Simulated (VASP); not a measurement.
# TaN (P-6m2) in VASP: notebook, part 2 of 2

VASP 6.6.1. Earlier steps stand in the parts before.

## (3) Electric field gradients, PBE (11.21 Å³/atom)

This run uses another cell than the first one, of 11.21 Å³/atom.

Input file INCAR:

```
SYSTEM = TaN
ALGO = Normal
EDIFF = 1E-8
ENCUT = 520
GGA = PE
GGA_COMPAT = .False.
ISIF = 2
ISMEAR = -1
LASPH = .True.
LCHARG = .False.
LEFG = .True.
LREAL = .False.
LWAVE = .False.
NBANDS = 16
NELM = 120
PREC = Accurate
SIGMA = 0.02
```

Input file KPOINTS:

```
k-points
0
Gamma
  12 12 10
  0 0 0
```

Input file POSCAR:

```
TaN
1.0
    2.9766611718      0.0000000000      0.0000000000
   -1.4883305859      2.5778641933      0.0000000000
    0.0000000000      0.0000000000      2.9209385612
Ta N
1 1
Direct
    0.3333333333      0.6666666667      0.5000000000
    0.0000000000      0.0000000000      0.0000000000
```

Potentials or basis: VASP PAW PBE potentials, release 64 (Ta_sv_GW, N).

Started as:

```console
> cat potpaw_PBE.64/Ta_sv_GW/POTCAR potpaw_PBE.64/N/POTCAR > POTCAR
> mpirun -np 1 vasp_std > vasp.out
```

OUTCAR:

```text
SYSTEM = TaN
   EDIFF = 1E-8
   ENCUT = 520
   GGA = PE
   ISIF = 2
   ISMEAR = -1
   LASPH = .True.
   LREAL = .False.
   NELM = 120
   PREC = Accurate

 ion  position               nearest neighbor table
   1  0.333  0.667  0.500-   2 2.26   2 2.26   2 2.26   2 2.26   2 2.26   2 2.26
   2  0.000  0.000  0.000-   1 2.26   1 2.26   1 2.26   1 2.26   1 2.26   1 2.26

  LATTYP: Found a hexagonal cell.
 ALAT       =     2.9766611718
 C/A-ratio  =     0.9812801635

  Lattice vectors:

 A1 = (   2.9766611718,   0.0000000000,   0.0000000000)
 A2 = (  -1.4883305859,   2.5778641933,   0.0000000000)
 A3 = (   0.0000000000,   0.0000000000,   2.9209385612)

Analysis of symmetry for initial positions (statically):
=====================================================================
 Subroutine PRICEL returns:
 Original cell was already a primitive cell.

 Routine SETGRP: Setting up the symmetry group for a
 hexagonal supercell.
[... 645 lines left out ...]
  volume of cell :       22.41
      direct lattice vectors                 reciprocal lattice vectors
     2.976661172  0.000000000  0.000000000     0.335946869  0.193959015  0.000000000
    -1.488330586  2.577864193  0.000000000     0.000000000  0.387918030  0.000000000
     0.000000000  0.000000000  2.920938561     0.000000000  0.000000000  0.342355712

 POSITION                                       TOTAL-FORCE (eV/Angst)
 -----------------------------------------------------------------------------------
     -0.00000      1.71858      1.46047        -0.000000     -0.000000      0.000000
      0.00000      0.00000      0.00000         0.000000      0.000000      0.000000
 -----------------------------------------------------------------------------------
    total drift:                                0.000000     -0.000000     -0.000000

  FREE ENERGIE OF THE ION-ELECTRON SYSTEM (eV)
  ---------------------------------------------------
  free  energy   TOTEN  =       -24.9482019181 eV

  energy  without entropy=      -24.9481130704  energy(sigma->0) =      -24.94815749

 Electric field gradients (V/A^2)
---------------------------------------------------------------------
 ion       V_xx      V_yy      V_zz      V_xy      V_xz      V_yz
---------------------------------------------------------------------
   1     -19.600   -19.600    39.200     0.000     0.000    -0.000
   2      -0.578    -0.577     1.156     0.001    -0.000    -0.000
---------------------------------------------------------------------

 Electric field gradients after diagonalization (V/A^2)
 (convention: |V_zz| > |V_xx| > |V_yy|)
----------------------------------------------------------------------
 ion       V_xx      V_yy      V_zz     asymmetry (V_yy - V_xx)/ V_zz
----------------------------------------------------------------------
   1     -19.601   -19.600    39.200       0.000
   2      -0.579    -0.577     1.156       0.002
----------------------------------------------------------------------

           NMR quadrupolar parameters

 Cq : quadrupolar parameter    Cq=e*Q*V_zz/h
 eta: asymmetry parameters     (V_yy - V_xx)/ V_zz
 Q  : nuclear electric quadrupole moment in mb (millibarn)
----------------------------------------------------------------------
 ion       Cq(MHz)       eta       Q (mb)
----------------------------------------------------------------------
   1       0.095       0.000       1.000
   2       0.003       0.002       1.000
----------------------------------------------------------------------
```

OSZICAR:

```text
N       E                     dE             d eps       ncg     rms          rms(c)
DAV:   1     0.101691997514E+03    0.10169E+03   -0.11257E+04  3688   0.114E+03
DAV:   2    -0.237668448455E+02   -0.12546E+03   -0.12134E+03  5136   0.306E+02
DAV:   3    -0.286110757179E+02   -0.48442E+01   -0.48393E+01  4440   0.541E+01
DAV:   4    -0.287154265553E+02   -0.10435E+00   -0.10435E+00  5160   0.558E+00
DAV:   5    -0.287189732259E+02   -0.35467E-02   -0.35467E-02  4424   0.723E-01    0.541E+01
DAV:   6    -0.251172448099E+02    0.36017E+01   -0.77321E+00  4264   0.235E+01    0.568E+01
DAV:   7    -0.249985374051E+02    0.11871E+00   -0.55542E-01  3832   0.588E+00    0.265E+01
DAV:   8    -0.249491215748E+02    0.49416E-01   -0.15522E-01  4744   0.305E+00    0.563E+00
DAV:   9    -0.249482751903E+02    0.84638E-03   -0.88189E-03  4456   0.896E-01    0.704E-01
DAV:  10    -0.249481676352E+02    0.10756E-03   -0.17974E-03  3824   0.407E-01    0.111E-01
DAV:  11    -0.249482056203E+02   -0.37985E-04   -0.94577E-05  4304   0.109E-01    0.180E-01
DAV:  12    -0.249482016216E+02    0.39987E-05   -0.93367E-06  4680   0.307E-02    0.292E-02
DAV:  13    -0.249482020237E+02   -0.40210E-06   -0.78881E-07  4136   0.817E-03    0.123E-02
DAV:  14    -0.249482019641E+02    0.59577E-07   -0.84302E-08  4656   0.213E-03    0.394E-03
DAV:  15    -0.249482019221E+02    0.41999E-07   -0.13232E-08  3616   0.897E-04    0.101E-03
DAV:  16    -0.249482019181E+02    0.40222E-08   -0.99389E-10  2024   0.248E-04
   1 F= -.24948202E+02 E0= -.24948157E+02  d E =-.888477E-04
```

stdout:

```text
POSCAR found type information on POSCAR TaN
 POSCAR found :  2 types and       2 ions
 scaLAPACK will be used
 LDA part: xc-table for (Slater+PW92), standard interpolation
 POSCAR, INCAR and KPOINTS ok, starting setup
 FFT: planning ... GRIDC
 FFT: planning ... GRID_SOFT
 FFT: planning ... GRID
 WAVECAR not read
 entering main loop
ion   1

ion   2
```

Wall time 25 s (1 thread of AMD EPYC 9R45 (Zen 5), shared host); peak memory 0.15 GiB.

Results:

- Free energy: -24.9482 eV
- Pressure: -8.6 GPa
- Band gap on the k mesh: zero (bands 9 and 10 overlap by 0.48 eV)
- Largest electric field gradient by atom: Ta +39.2; N +1.2 V/Å²

Levels at points of the mesh, in eV from the Fermi level:
```csv
k point,band 6,band 7,band 8,band 9,band 10,band 11,band 12,band 13
"(0.00, 0.00, 0.00)",-4.49,-4.49,-4.13,-2.98,1.80,3.30,3.30,3.69
"(0.50, 0.00, 0.00)",-8.16,-5.10,-3.41,-3.21,2.77,3.69,4.88,4.92
"(0.00, 0.00, 0.50)",-9.20,-3.71,-3.71,-0.18,-0.18,2.17,3.11,3.11
"(0.50, 0.00, 0.50)",-7.20,-6.13,-5.56,-0.53,3.78,4.96,5.60,6.62
```

Electric field gradients, principal values (V/Å²):
| atom | least | middle | greatest (by size) |
| --- | --- | --- | --- |
| 1 Ta | -19.600 | -19.601 | 39.200 |
| 2 N | -0.577 | -0.579 | 1.156 |

Caveat: the cell stands under tension; without QUAD_EFG the Cq values of the log hold for a quadrupole moment of 1 mb, not for the nuclei; spin-orbit coupling is left out, which moves the levels of the heavy elements.
